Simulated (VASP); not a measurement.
ZnS, 4 atoms in the cell. The structure is hexagonal, space group P6_3mc (No. 186). Conventional cell: a = 3.831 Å, b = 3.831 Å, c = 6.290 Å, α = 90.00°, β = 90.00°, γ = 120.00°. Zn (site symmetry 3m) has 4 S at 2.28 to 2.38 Å within 3.0 Å. S (site symmetry 3m) has 4 Zn at 2.28 to 2.38 Å within 3.0 Å. 

```yaml
Program: VASP 6.6.1
Task: single point
Functional: PBEsol
Potentials_or_basis: VASP PAW PBE potentials, release 64 (Zn, S)
Cutoff: 520 eV
k_mesh: 9 × 9 × 6
Occupations: gaussian, width 0.05 eV
Spin: no spin polarisation
Dipole_correction: no
Further_INCAR_settings: ALGO = Normal; EDIFF = 1e-06; NBANDS = 26
```

Potentials or basis: VASP PAW PBE potentials, release 64 (Zn, S).

Command:

```bash
$ cat potpaw_PBE.64/Zn/POTCAR potpaw_PBE.64/S/POTCAR > POTCAR
$ mpirun -np 1 vasp_std > vasp.out
```

Hardware: 1 thread of Intel(R) Xeon(R) Platinum 8259CL CPU @ 2.50GHz (Skylake/Cascade Lake), on a shared host.

Question: How long does it take, and how much memory?

Answer: Run time: 73 s on 1 thread of Intel(R) Xeon(R) Platinum 8259CL CPU @ 2.50GHz (Skylake/Cascade Lake), with other jobs on the host, peak memory 0.23 GiB. Counts: scf iterations 14, k points 48.
